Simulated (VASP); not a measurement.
Write the native input for VASP 6.6.1 that does the following.

| Property | Result |
| --- | --- |
| Task | relaxation of shape and atoms at fixed volume |
| Functional | PBE |
| Potentials or basis | VASP PAW PBE potentials, release 64 (Zr_sv, B) |
| Cutoff | 600 eV |
| k mesh | 15 × 15 × 12 |
| Occupations | gaussian, width 0.1 eV |
| Spin | no spin polarisation |
| Dipole correction | no |
| Further INCAR settings | ALGO = Normal; EDIFF = 1e-07; IBRION = 2; EDIFFG = -0.01; NSW = 50; ISIF = 4 |

The structure of ZrB2 lies in POSCAR:

```
ZrB2
1.0
    3.0766228359      0.0000000000      0.0000000000
   -1.5383114179      2.6644335338      0.0000000000
    0.0000000000      0.0000000000      3.4246473886
Zr B
1 2
Direct
    0.0000000000      0.0000000000      0.0000000000
    0.3333333333      0.6666666667      0.5000000000
    0.6666666667      0.3333333333      0.5000000000
```

These files were run (other wordings do the same):

INCAR

```
PREC     = Accurate       # precision mode
ENCUT    = 600            # plane-wave cutoff, eV
EDIFF    = 1E-7           # SCF threshold, eV
ISMEAR   = 0              # smearing method
SIGMA    = 0.1            # smearing width, eV
LREAL    = False          # projectors in reciprocal space
LASPH    = True           # aspherical terms in the spheres
NELM     = 80             # most SCF steps
ALGO     = Normal         # electronic algorithm
ISIF     = 4              # what is computed and relaxed
LWAVE    = False          # write WAVECAR
LCHARG   = False          # write CHGCAR
GGA      = PE             # functional
IBRION   = 2              # ionic algorithm
NSW      = 50             # ionic steps
EDIFFG   = -0.01          # ionic threshold
```

KPOINTS

```
Automatic mesh
0
Gamma
  15 15 12
```

Potentials or basis: VASP PAW PBE potentials, release 64 (Zr_sv, B).

Run with:

```bash
$ cat potpaw_PBE.64/Zr_sv/POTCAR potpaw_PBE.64/B/POTCAR > POTCAR
$ mpirun -np 1 vasp_std > vasp.out
```

It gave:

| Property | Result |
| --- | --- |
| Energy gained by relaxing | 0.0 meV/atom |
| Ionic steps | 2 |
| Pressure after relaxing | 27.2 GPa |
| Band gap on the k mesh | zero (bands 9 and 10 overlap by 1.09 eV) |

Run time: 2.7 min on 1 thread of Intel Xeon 8259CL, with other jobs on the host, peak memory 0.23 GiB.
